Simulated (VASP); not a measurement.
Input of a VASP 6.6.1 run:

The input INCAR:

```
PREC = Accurate
ENCUT = 600
EDIFF = 1E-6
ISMEAR = 0
SIGMA = 0.05
LREAL = F
LASPH = T
NELM = 150
ALGO = Normal
ISIF = 3
LWAVE = F
LCHARG = F
ISPIN = 2
MAGMOM = 1.86 -1.86 0 0
LORBIT = 11
LMAXMIX = 4
LDAU = T
LDAUTYPE = 2
LDAUL = 2 -1
LDAUU = 6.2 0
LDAUJ = 0 0
LDAUPRINT = 1
GGA = PE
IBRION = 2
NSW = 50
EDIFFG = -0.01
```

The input KPOINTS:

```
regular mesh
0
Gamma
  10 10 10
```

The input POSCAR:

```
NiO
1.0
   -2.1337896542     -2.1337896542      4.2675793084
   -4.2675793084     -2.1337896542      2.1337896542
   -2.1337896542     -4.2675793084      2.1337896542
Ni O
2 2
Direct
    0.0000000000      0.0000000000      0.0000000000
    0.5000000000      0.5000000000      0.5000000000
    1.2500000000     -0.7500000000     -0.7500000000
    1.7500000000     -0.2500000000     -0.2500000000
```

Potentials or basis: VASP PAW PBE potentials, release 64 (Ni, O).

Command:

```sh
$ cat potpaw_PBE.64/Ni/POTCAR potpaw_PBE.64/O/POTCAR > POTCAR
$ mpirun -np 1 vasp_std > vasp.out
```

**Question.** Estimate the space group after relaxing (to 0.1 Å).

**Answer.** Fm-3m (No. 225).

**Question.** Estimate the relaxed cell.

**Answer.** a = 5.119 Å, b = 5.119 Å, c = 5.119 Å, α = 33.57°, β = 33.57°, γ = 33.57°.

**Question.** Predict the site moments.

**Answer.** Ni +1.75, -1.75; O +0.00 μB.

**Question.** Predict the relaxed volume.

**Answer.** 9.13 Å³/atom.

Eigenvalues of the final occupation matrices:
| site | spin | trace | eigenvalues |
| --- | --- | --- | --- |
| site 1 d | 1 | 5.01 | 0.98 0.98 0.98 1.03 1.03 |
| site 1 d | 2 | 3.26 | 0.16 0.16 0.98 0.98 0.98 |
| site 2 d | 1 | 3.26 | 0.16 0.16 0.98 0.98 0.98 |
| site 2 d | 2 | 5.01 | 0.98 0.98 0.98 1.03 1.03 |

The state reached can hang on the start; a lower one may exist.
